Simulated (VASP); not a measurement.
# Zr2N (P4_2/mnm) in VASP: notebook

Runs on Zr2N. Level: r2SCAN. Tasks: single point.

Program: VASP 6.6.1. These are calculated values, not measurements. Logs are shortened: lines on timing, memory, paths and dates and some standing lists are left out, and cuts for length are marked.

### Step 1. The cell of the first run

The structure is tetragonal, space group P4_2/mnm (No. 136). The conventional cell has a = 5.417 Å, b = 5.417 Å, c = 3.300 Å, α = 90.00°, β = 90.00°, γ = 90.00°. Zr (site symmetry m2m) has 3 N at 2.27 Å and 11 Zr at 3.12 to 3.30 Å within 3.4 Å. Within 3.0 Å of N (site symmetry mmm) lie 6 Zr at 2.27 Å.

### Step 2. Single point, r2SCAN

File POSCAR:

```
Zr2N
1.0
    5.4170524551      0.0000000000      0.0000000000
    0.0000000000      5.4170524551      0.0000000000
    0.0000000000      0.0000000000      3.3004444790
Zr N
4 2
Direct
    0.2965720822      0.2965720822      0.0000000000
    0.7034279178      0.7034279178      0.0000000000
    0.7965720822      0.2034279178      0.5000000000
    0.2034279178      0.7965720822      0.5000000000
    0.0000000000      0.0000000000      0.0000000000
    0.5000000000      0.5000000000      0.5000000000
```

File INCAR.step1:

```
SYSTEM = Zr2N
ALGO = Normal
EDIFF = 1E-4
ENCUT = 520
GGA = PE
ISMEAR = 0
LASPH = .TRUE.
LCHARG = .FALSE.
LREAL = .FALSE.
LWAVE = .TRUE.
NBANDS = 38
NELM = 80
PREC = Accurate
SIGMA = 0.1
```

File INCAR.step2:

```
SYSTEM = Zr2N
ALGO = Normal
EDIFF = 1E-6
ENCUT = 520
ISIF = 2
ISMEAR = 0
ISTART = 1
LASPH = .TRUE.
LCHARG = .TRUE.
LELF = .TRUE.
LMIXTAU = .TRUE.
LREAL = .FALSE.
LVHAR = .TRUE.
LWAVE = .FALSE.
METAGGA = R2SCAN
NBANDS = 38
NELM = 80
PREC = Accurate
SIGMA = 0.1
```

File KPOINTS:

```
k-points
0
G
  8 8 12
  0 0 0
```

Potentials or basis: VASP PAW PBE potentials, release 64 (Zr_sv, N).

Command:

```sh
$ cat potpaw_PBE.64/Zr_sv/POTCAR potpaw_PBE.64/N/POTCAR > POTCAR
$ cp INCAR.step1 INCAR
$ mpirun -np 1 vasp_std > vasp.out
$ cp INCAR.step2 INCAR
$ mpirun -np 1 vasp_std > vasp.out
```

OUTCAR:

```text
SYSTEM = Zr2N
   EDIFF = 1E-6
   ENCUT = 520
   ISIF = 2
   ISMEAR = 0
   ISTART = 1
   LASPH = .TRUE.
   LREAL = .FALSE.
   METAGGA = R2SCAN
   NELM = 80
   PREC = Accurate

 ion  position               nearest neighbor table
   1  0.297  0.297  0.000-   6 2.27   6 2.27   5 2.27   2 3.12   4 3.21   3 3.21   4 3.21   3 3.21
                             4 3.21   4 3.21   3 3.21   3 3.21   2 3.90   2 3.90
   2  0.703  0.703  0.000-   6 2.27   6 2.27   5 2.27   1 3.12   4 3.21   3 3.21   4 3.21   3 3.21
                             3 3.21   3 3.21   4 3.21   4 3.21   1 3.90   1 3.90
   3  0.797  0.203  0.500-   5 2.27   5 2.27   6 2.27   4 3.12   1 3.21   1 3.21   2 3.21   2 3.21
                             2 3.21   2 3.21   1 3.21   1 3.21   4 3.90   4 3.90
   4  0.203  0.797  0.500-   5 2.27   5 2.27   6 2.27   3 3.12   1 3.21   1 3.21   2 3.21   2 3.21
                             1 3.21   1 3.21   2 3.21   2 3.21   3 3.90   3 3.90
   5  0.000  0.000  0.000-   3 2.27   4 2.27   3 2.27   4 2.27   1 2.27   2 2.27
   6  0.500  0.500  0.500-   1 2.27   2 2.27   1 2.27   2 2.27   3 2.27   4 2.27

  LATTYP: Found a simple tetragonal cell.
 ALAT       =     5.4170524551
 C/A-ratio  =     0.6092694332

  Lattice vectors:

 A1 = (   5.4170524551,   0.0000000000,   0.0000000000)
 A2 = (   0.0000000000,   5.4170524551,   0.0000000000)
 A3 = (   0.0000000000,   0.0000000000,   3.3004444790)

Analysis of symmetry for initial positions (statically):
=====================================================================
 Subroutine PRICEL returns:
 Original cell was already a primitive cell.

 Routine SETGRP: Setting up the symmetry group for a
 simple tetragonal supercell.

 Subroutine GETGRP returns: Found 16 space group operations
 (whereof  8 operations were pure point group operations)
 out of a pool of 16 trial point group operations.

The static configuration has the point symmetry D_2h.
 The point group associated with its full space group is D_4h.

Analysis of symmetry for dynamics (positions and initial velocities):
=====================================================================
 Subroutine PRICEL returns:
 Original cell was already a primitive cell.

 Routine SETGRP: Setting up the symmetry group for a
 simple tetragonal supercell.

 Subroutine GETGRP returns: Found 16 space group operations
 (whereof  8 operations were pure point group operations)
 out of a pool of 16 trial point group operations.

The dynamic configuration has the point symmetry D_2h.
 The point group associated with its full space group is D_4h.

 Subroutine INISYM returns: Found 16 space group operations
 (whereof  8 operations are pure point group operations),
 and found     1 'primitive' translations

----------------------------------------------------------------------------------------

                                     Primitive cell

  volume of cell :      96.8498

  direct lattice vectors                    reciprocal lattice vectors
     5.417052455  0.000000000  0.000000000     0.184602237  0.000000000  0.000000000
     0.000000000  5.417052455  0.000000000     0.000000000  0.184602237  0.000000000
     0.000000000  0.000000000  3.300444479     0.000000000  0.000000000  0.302989493

  length of vectors
     5.417052455  5.417052455  3.300444479     0.184602237  0.184602237  0.302989493

  position of ions in fractional coordinates (direct lattice)
     0.296572082  0.296572082  0.000000000
     0.703427918  0.703427918  0.000000000
     0.796572082  0.203427918  0.500000000
     0.203427918  0.796572082  0.500000000
     0.000000000  0.000000000  0.000000000
     0.500000000  0.500000000  0.500000000

  ion indices of the primitive-cell ions
   primitive index   ion index
                 1           1
                 2           2
                 3           3
                 4           4
                 5           5
                 6           6

----------------------------------------------------------------------------------------

 KPOINTS: k-points

Automatic generation of k-mesh.
 Grid dimensions read from file:
 generate k-points for:    8    8   12

 Generating k-lattice:

  Cartesian coordinates                     Fractional coordinates (reciprocal lattice)
     0.023075280  0.000000000  0.000000000     0.125000000  0.000000000  0.000000000
     0.000000000  0.023075280  0.000000000     0.000000000  0.125000000  0.000000000
     0.000000000  0.000000000  0.025249124     0.000000000  0.000000000  0.083333333

  Length of vectors
     0.023075280  0.023075280  0.025249124

  Shift w.r.t. Gamma in fractional coordinates (k-lattice)
     0.000000000  0.000000000  0.000000000

 Subroutine IBZKPT returns following result:
 ===========================================

 Found    105 irreducible k-points:

 Following reciprocal coordinates:
            Coordinates               Weight
  0.000000  0.000000  0.000000      1.000000
  0.125000  0.000000  0.000000      4.000000
  0.250000  0.000000  0.000000      4.000000
  0.375000  0.000000  0.000000      4.000000
  0.500000  0.000000  0.000000      2.000000
  0.125000  0.125000  0.000000      4.000000
[... 16 lines left out ...]
  0.375000  0.125000  0.083333     16.000000
  0.500000  0.125000  0.083333      8.000000
 [... further k-points ...]
   k-points           NKPTS =    105   k-points in BZ     NKDIM =    105   number of bands    NBANDS=     38
   number of dos      NEDOS =    301   number of ions     NIONS =      6
   total plane-waves  NPLWV =  44800
   dimension x,y,z NGX =    40 NGY =   40 NGZ =   28
   dimension x,y,z NGXF=    80 NGYF=   80 NGZF=   56
   ions per type =               4   2
   NGX,Y,Z   is equivalent  to a cutoff of  12.28, 12.28, 14.10 a.u.
   NGXF,Y,Z  is equivalent  to a cutoff of  24.55, 24.55, 28.21 a.u.
 SYSTEM =  Zr2N
   PREC   = accura    normal or accurate (medium, high low for compatibility)
   ISTART =      1    job   : 0-new  1-cont  2-samecut
   ICHARG =      0    charge: 1-file 2-atom 10-const
   ISPIN  =      1    spin polarized calculation?
   LNONCOLLINEAR =      F non collinear calculations
   LSORBIT =      F    spin-orbit coupling
   LASPH  =      T    aspherical Exc in radial PAW
   ENCUT  =  520.0 eV  38.22 Ry    6.18 a.u.  10.07 10.07  6.14*2*pi/ulx,y,z
   NELM   =     80;   NELMIN=  2; NELMDL=  0     # of ELM steps
   EDIFF  = 0.1E-05   stopping-criterion for ELM
   LREAL  =      F    real-space projection
[... 7 lines left out ...]
   TEBEG  =    0.0;   TEEND  =   0.0 temperature during run
   PSTRESS=    0.0 pullay stress
   NELECT =      58.0000    total number of electrons
   NUPDOWN=      -1.0000    fix difference up-down
   EMIN   =  10.00;   EMAX   =-10.00  energy-range for DOS
   EFERMI =   0.00;   METHOD = LEGACY
   ISMEAR =     0;   SIGMA  =   0.10  broadening in eV -4-tet -1-fermi 0-gaus
   EFERMI_NEDOS =   21; number of points for ismear=-14 and -15
   IALGO  =     38    algorithm
   IMIX   =      4    mixing-type and parameters
     AMIX     =   0.40;   BMIX     =  1.00
     AMIX_MAG =   1.60;   BMIX_MAG =  1.00
  volume/ion in A,a.u.               =      16.14       108.93
  Fermi-wavevector in a.u.,A,eV,Ry     =   1.379912  2.607655 25.907623  1.904157
  Thomas-Fermi vector in A             =   2.504838
   LORBIT       =      0    0 simple, 1 ext, 2 COOP (PROOUT), +10 PAW based schemes
   METAGGA = R2SCAN    functional components
   LHFCALC =     F    Hartree Fock is set to
   AEXX    =    0.0000 exact exchange contribution
   IVDW    =     0    specifies the selected vdW correction
   LEPSILON=     F    determine dielectric tensor
   LRPA    =     F    only Hartree local field effects (RPA)
 non-spin polarized calculation
 Gauss-broadening in eV      SIGMA  =   0.10
  energy-cutoff  :      520.00
  volume of cell :       96.85
 maximum number of plane-waves:      2632
   NGX = 21   NGY = 21   NGZ = 13

 number of electron      58.0000001 magnetization

 Free energy of the ion-electron system (eV)
  ---------------------------------------------------
  ext. energy  EPLUGINS =         0.00000000
  ---------------------------------------------------
  free energy    TOTEN  =      -117.74536804 eV

  energy without entropy =     -117.73242065  energy(sigma->0) =     -117.73889434

 E-fermi :   9.7740     XC(G=0): -12.5497

 val. band max:        9.7732277376   @ k =   0.2500   0.2500   0.2500
 cond. band min:       9.7935103943   @ k =   0.3750   0.2500   0.3333
 fundamental gap:      0.0202826568
 Fermi energy:         9.7740261561

 k-point     1 :       0.0000    0.0000    0.0000
  band No.  band energies     occupation
      1     -40.7088      2.00000
      2     -40.5629      2.00000
      3     -40.5629      2.00000
      4     -40.5031      2.00000
      5     -18.9367      2.00000
      6     -18.3442      2.00000
[... 30 lines left out ...]
     37      12.7685      0.00000
     38      12.7947      0.00000

 k-point     2 :       0.1250    0.0000    0.0000
  band No.  band energies     occupation
      1     -40.7037      2.00000
      2     -40.5694      2.00000
      3     -40.5603      2.00000
      4     -40.5046      2.00000
      5     -18.9093      2.00000
      6     -18.3351      2.00000
[... 30 lines left out ...]
     37      12.7769      0.00000
     38      13.1187      0.00000

 k-point     3 :       0.2500    0.0000    0.0000
  band No.  band energies     occupation
      1     -40.6891      2.00000
      2     -40.5871      2.00000
      3     -40.5528      2.00000
      4     -40.5094      2.00000
      5     -18.8326      2.00000
      6     -18.3564      2.00000
[... 30 lines left out ...]
     37      12.7529      0.00000
     38      13.5312      0.00000

 k-point     4 :       0.3750    0.0000    0.0000
  band No.  band energies     occupation
      1     -40.6668      2.00000
      2     -40.6120      2.00000
      3     -40.5419      2.00000
      4     -40.5181      2.00000
      5     -18.7215      2.00000
      6     -18.4687      2.00000
[... 30 lines left out ...]
     37      13.0913      0.00000
     38      13.5909      0.00000
[... 703 lines left out ...]
      4     -40.5118      2.00000
      5     -18.7890      2.00000
      6     -18.3379      2.00000
[... 30 lines left out ...]
     37      13.0788      0.00000
     38      13.9193      0.00000

 k-point    23 :       0.3750    0.1250    0.0833
  band No.  band energies     occupation
      1     -40.6577      2.00000
      2     -40.6056      2.00000
      3     -40.5447      2.00000
      4     -40.5207      2.00000
      5     -18.6821      2.00000
      6     -18.4408      2.00000
[... 30 lines left out ...]
     37      13.3014      0.00000
     38      13.8539      0.00000

 k-point    24 :       0.5000    0.1250    0.0833
  band No.  band energies     occupation
      1     -40.6321      2.00000
      2     -40.6321      2.00000
      3     -40.5323      2.00000
      4     -40.5323      2.00000
      5     -18.5604      2.00000
      6     -18.5604      2.00000
[... 30 lines left out ...]
     37      13.3762      0.00000
     38      13.3762      0.00000

 [... further k-points ...]

------------------------ aborting loop because EDIFF is reached ----------------------------------------

  FORCE on cell =-STRESS in cart. coord.  units (eV):
  Direction    XX          YY          ZZ          XY          YZ          ZX
  --------------------------------------------------------------------------------------
  -------------------------------------------------------------------------------------
  Total        0.0014013      0.0014013      0.2331810      0.0000000      0.0000000      0.0000000
  in kB        0.0231811      0.0231811      3.8574931      0.0000000      0.0000000      0.0000000
  external PRESSURE =       1.3012851 kB  Pullay stress =       0.0000000 kB

 VOLUME and BASIS-vectors are now :
 -----------------------------------------------------------------------------
  energy-cutoff  :      520.00
  volume of cell :       96.85
      direct lattice vectors                 reciprocal lattice vectors
     5.417052455  0.000000000  0.000000000     0.184602237  0.000000000  0.000000000
     0.000000000  5.417052455  0.000000000     0.000000000  0.184602237  0.000000000
     0.000000000  0.000000000  3.300444479     0.000000000  0.000000000  0.302989493

 POSITION                                       TOTAL-FORCE (eV/Angst)
 -----------------------------------------------------------------------------------
      1.60655      1.60655      0.00000        -0.005709     -0.005709      0.000000
      3.81051      3.81051      0.00000         0.005709      0.005709      0.000000
      4.31507      1.10198      1.65022        -0.005709      0.005709      0.000000
      1.10198      4.31507      1.65022         0.005709     -0.005709      0.000000
      0.00000      0.00000      0.00000        -0.000000      0.000000      0.000000
      2.70853      2.70853      1.65022        -0.000000      0.000000      0.000000
 -----------------------------------------------------------------------------------
    total drift:                               -0.000000      0.000000      0.000000

  FREE ENERGIE OF THE ION-ELECTRON SYSTEM (eV)
  ---------------------------------------------------
  free  energy   TOTEN  =      -117.7453680379 eV

  energy  without entropy=     -117.7324206465  energy(sigma->0) =     -117.73889434
```

It took 9 min on 1 thread of Intel Xeon 6975P-C (Granite Rapids), shared host; peak memory 0.42 GiB.

Results:

```
Free energy            : -117.7454 eV
Pressure               : 0.1 GPa
Largest force          : 0.008 eV/Å
Band gap on the k mesh : zero (bands 29 and 30 overlap by 2.63 eV)
```

Forces in eV/Å, atoms in the order of the input:
```
Zr  -0.006 -0.006  0.000
Zr   0.006  0.006  0.000
Zr  -0.006  0.006  0.000
Zr   0.006 -0.006  0.000
N    0.000  0.000  0.000
N    0.000  0.000  0.000
```

Levels at points of the mesh, in eV from the Fermi level:
| k point | band 27 | band 28 | band 29 | band 30 | band 31 | band 32 |
| --- | --- | --- | --- | --- | --- | --- |
| (0.00, 0.00, 0.00) | 0.08 | 0.76 | 0.90 | 1.03 | 1.03 | 1.45 |
| (0.50, 0.00, 0.00) | -1.03 | -1.03 | 1.46 | 1.46 | 1.67 | 1.67 |
| (0.50, 0.50, 0.00) | -1.09 | -1.09 | 0.93 | 0.93 | 1.47 | 1.47 |
| (0.00, 0.00, 0.50) | -1.18 | -1.18 | -1.17 | -1.17 | 2.03 | 2.03 |
| (0.50, 0.00, 0.50) | -0.99 | -0.99 | -0.88 | -0.88 | 1.58 | 1.58 |
| (0.50, 0.50, 0.50) | -0.81 | -0.81 | -0.39 | -0.39 | 1.16 | 1.16 |

Caveat: the PAW data sets were made with another functional, which shifts forces and pressure a little.

### Step 3. Single point, r2SCAN

This run uses another cell than the first one, of 15.50 Å³/atom.

File POSCAR:

```
Zr2N
1.0
    5.3409269880      0.0000000000      0.0000000000
    0.0000000000      5.3409269880      0.0000000000
    0.0000000000      0.0000000000      3.2610337122
Zr N
4 2
Direct
    0.2957330420      0.2957330420      0.0000000000
    0.7042669580      0.7042669580      0.0000000000
    0.7957330420      0.2042669580      0.5000000000
    0.2042669580      0.7957330420      0.5000000000
    0.0000000000      0.0000000000      0.0000000000
    0.5000000000      0.5000000000      0.5000000000
```

File INCAR.step1:

```
  PREC = Accurate
  ENCUT = 520
  ISMEAR = 0
  SIGMA = 0.1
  LREAL = F
  LASPH = T
  NELM = 100
  NBANDS = 38
  GGA = PE
  ALGO = Normal
  EDIFF = 1E-4
  LWAVE = T
  LCHARG = F
```

File INCAR.step2:

```
  PREC = Accurate
  ENCUT = 520
  EDIFF = 1E-6
  ISMEAR = 0
  SIGMA = 0.1
  LREAL = F
  LASPH = T
  NELM = 100
  ALGO = Normal
  ISIF = 2
  LWAVE = F
  LCHARG = F
  METAGGA = R2SCAN
  LMIXTAU = T
  NBANDS = 38
  ISTART = 1
```

File KPOINTS:

```
Automatic mesh
0
Gamma
  8 8 10
```

Potentials or basis: VASP PAW PBE potentials, release 64 (Zr_sv, N).

Command:

```sh
$ cat potpaw_PBE.64/Zr_sv/POTCAR potpaw_PBE.64/N/POTCAR > POTCAR
$ cp INCAR.step1 INCAR
$ mpirun -np 1 vasp_std > vasp.out
$ cp INCAR.step2 INCAR
$ mpirun -np 1 vasp_std > vasp.out
```

It took 11 min on 1 thread of AMD EPYC 7R13, shared host; peak memory 0.36 GiB.

Results (log left out):

```
Free energy            : -117.6482 eV
Pressure               : 8.2 GPa
Band gap on the k mesh : zero (bands 29 and 30 overlap by 2.74 eV)
```

Forces in eV/Å, atoms in the order of the input:
```
Zr  -0.002 -0.002  0.000
Zr   0.002  0.002  0.000
Zr  -0.002  0.002  0.000
Zr   0.002 -0.002  0.000
N    0.000  0.000  0.000
N    0.000  0.000  0.000
```

Levels at points of the mesh, in eV from the Fermi level:
| k point | band 25 | band 26 | band 27 | band 28 | band 29 | band 30 | band 31 | band 32 | band 33 | band 34 |
| --- | --- | --- | --- | --- | --- | --- | --- | --- | --- | --- |
| (0.00, 0.00, 0.00) | -3.59 | -2.13 | 0.22 | 0.75 | 0.90 | 1.08 | 1.08 | 1.55 | 1.63 | 1.63 |
| (0.50, 0.00, 0.00) | -2.21 | -2.21 | -1.07 | -1.07 | 1.55 | 1.55 | 1.72 | 1.72 | 1.96 | 1.96 |
| (0.50, 0.50, 0.00) | -1.70 | -1.70 | -1.13 | -1.13 | 0.92 | 0.92 | 1.52 | 1.52 | 1.85 | 1.85 |
| (0.00, 0.00, 0.50) | -1.33 | -1.33 | -1.20 | -1.20 | -1.19 | -1.19 | 2.09 | 2.09 | 3.38 | 3.38 |
| (0.50, 0.00, 0.50) | -1.89 | -1.89 | -0.97 | -0.97 | -0.89 | -0.89 | 1.64 | 1.64 | 3.66 | 3.66 |
| (0.50, 0.50, 0.50) | -1.73 | -1.73 | -0.88 | -0.88 | -0.30 | -0.30 | 1.27 | 1.27 | 2.81 | 2.81 |

Caveat: the cell stands under pressure; the PAW data sets were made with another functional, which shifts forces and pressure a little.

[end of part 1 of 2]

The gap in the log of VASP goes by the Fermi energy; the results here count the filled bands.